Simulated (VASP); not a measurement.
C41O: single point with PBE+D3(BJ)

System: C41O, a slab with vacuum.

```
C O
1.0
     7.29465    0.00000    0.00000
    -3.33177    7.86203    0.00000
     0.00000    0.00000   23.58096
C O
41 1
Cartesian
  1.2689 1.3106 4.0000
  -0.3970 5.2416 4.0000
  4.9162 1.3106 4.0000
  3.2504 5.2416 4.0000
  0.7125 2.6204 4.0000
  -0.9534 6.5515 4.0000
  4.3598 2.6204 4.0000
  2.6940 6.5515 4.0000
  0.4360 3.2761 5.2325
  -1.2299 7.2071 5.2325
  4.0833 3.2761 5.2325
  2.4174 7.2071 5.2325
  1.5455 0.6549 5.2325
  -0.1204 4.5859 5.2325
  5.1928 0.6549 5.2325
  3.5269 4.5859 5.2325
  1.2651 1.3181 6.4645
  -0.4007 5.2492 6.4645
  4.9125 1.3181 6.4645
  3.2466 5.2492 6.4645
  0.7163 2.6129 6.4645
  -0.9496 6.5439 6.4645
  4.3636 2.6129 6.4645
  2.6977 6.5439 6.4645
  0.4304 3.2889 7.7020
  -1.2355 7.2199 7.7020
  4.0777 3.2889 7.7020
  2.4118 7.2199 7.7020
  1.5511 0.6421 7.7020
  -0.1148 4.5732 7.7020
  5.1984 0.6421 7.7020
  3.5325 4.5732 7.7020
  1.2324 1.3933 8.8310
  -0.4335 5.3243 8.8310
  4.8797 1.3933 8.8310
  3.2138 5.3243 8.8310
  0.7491 2.5377 8.8310
  -0.9168 6.4687 8.8310
  4.3964 2.5377 8.8310
  2.7305 6.4687 8.8310
  3.0560 1.3933 13.2810
  3.0560 1.3933 12.1310
```

- Program: VASP 6.6.1
- Task: single point
- Functional: PBE
- Dispersion: D3(BJ)
- Potentials or basis: VASP PAW PBE potentials, release 64 (C, O)
- Cutoff: 520 eV
- k mesh: 4 × 4 × 1
- Occupations: gaussian, width 0.05 eV
- Spin: no spin polarisation
- Dipole correction: yes
- Further INCAR settings: LREAL = Auto; ALGO = Normal; EDIFF = 1e-06; NBANDS = 112

The largest force is 6.693 eV/Å. The band gap on the k mesh is 0.01 eV (least direct gap 0.03 eV). The dispersion energy per atom is -0.113 eV.

Forces in eV/Å, atoms in the order of the input:
```
C   -2.575  6.078  1.103
C   -2.576  6.076  1.103
C   -2.576  6.078  1.103
C   -2.576  6.076  1.103
C    2.575 -6.077  1.103
C    2.576 -6.076  1.103
C    2.576 -6.078  1.103
C    2.576 -6.076  1.103
C   -0.160  0.380 -1.156
C   -0.161  0.380 -1.157
C   -0.161  0.379 -1.156
C   -0.161  0.380 -1.157
C    0.161 -0.380 -1.156
C    0.162 -0.380 -1.157
C    0.160 -0.379 -1.156
C    0.161 -0.380 -1.157
C    0.002 -0.004  0.015
C    0.002 -0.005  0.016
C    0.002 -0.005  0.013
C    0.002 -0.004  0.017
C   -0.003  0.007  0.014
C   -0.002  0.004  0.016
C   -0.003  0.005  0.013
C   -0.002  0.004  0.016
C    0.004  0.012 -0.007
C    0.002  0.021 -0.005
C    0.005  0.014 -0.001
C    0.003  0.020 -0.009
C   -0.001 -0.019  0.002
C   -0.003 -0.019 -0.009
C   -0.005 -0.013 -0.002
C   -0.002 -0.020 -0.009
C    0.027 -0.068  0.037
C    0.034 -0.074  0.050
C    0.033 -0.069  0.044
C    0.033 -0.076  0.047
C   -0.030  0.073  0.056
C   -0.033  0.074  0.045
C   -0.029  0.071  0.042
C   -0.034  0.076  0.047
C    0.000 -0.002 -0.751
O   -0.004 -0.004  0.729
```

Levels at points of the mesh, in eV from the valence-band top:
```csv
k point,band 81,band 82,band 83,band 84,band 85,band 86,band 87,band 88,band 89,band 90
"(0.00, 0.00, 0.00)",-0.93,-0.87,-0.80,-0.20,-0.02,0.04,0.58,0.64,0.74,0.95
"(0.50, 0.00, 0.00)",-1.25,-0.91,-0.91,-0.14,-0.14,0.24,0.25,0.84,0.84,1.07
"(0.00, 0.50, 0.00)",-1.32,-1.03,-1.03,-1.02,-1.02,0.58,0.58,0.61,0.61,1.46
"(0.50, 0.50, 0.00)",-1.21,-1.11,-1.11,-0.76,-0.76,0.48,0.48,0.70,0.70,1.37
```

It took 2.2 min on 1 × NVIDIA H100 80GB with 1 thread of AMD EPYC 7R13 Processor (Zen 3) (shared host), peak memory 2.4 GiB.
